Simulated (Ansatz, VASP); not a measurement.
**Si3N4: VASP beside Ansatz**

```
Si N
1.0
     7.46151    0.00000    0.00000
    -3.73075    6.46185    0.00000
     0.00000    0.00000    2.85393
Si N
6 8
Direct
  0.17013 0.76370 0.25000
  0.40643 0.17013 0.75000
  0.23630 0.40643 0.25000
  0.82987 0.23630 0.75000
  0.59357 0.82987 0.25000
  0.76370 0.59357 0.75000
  0.33333 0.66667 0.25000
  0.66667 0.33333 0.75000
  0.32873 0.02601 0.25000
  0.30272 0.32873 0.75000
  0.97399 0.30272 0.25000
  0.67127 0.97399 0.75000
  0.69728 0.67127 0.25000
  0.02601 0.69728 0.75000
```

Change from the starting cell: volume scaled by 0.94, ions relaxed.

Alike in both runs: functional PBE; k mesh 4 × 4 × 9; occupations fermi-dirac, width 0.02 eV; no spin polarisation.

Ansatz relaxed the structure, and its values are those at the end. VASP's run is a single point on that final structure, the one shown.

|  | VASP | Ansatz |
| --- | --- | --- |
| version | VASP 6.6.1 | Ansatz 0.2.0 |
| potentials or method | VASP PAW PBE potentials, release 64 (Si, N) | plane-wave PAW, scalar-relativistic |
| plane-wave cutoff (eV) | 520 | 420 |
| valence electrons in the cell | 64 | 64 |

VASP gave:

| Quantity | Value |
| --- | --- |
| gap on the k mesh at the Fermi level (eV) | 4.55 |
| pressure (GPa) | 21.0 |

Q: Estimate Ansatz's values.

A: gap on the k mesh at the Fermi level (eV): 4.56; pressure (GPa): 21.3.

Ansatz's warnings: stress scf threshold loose.
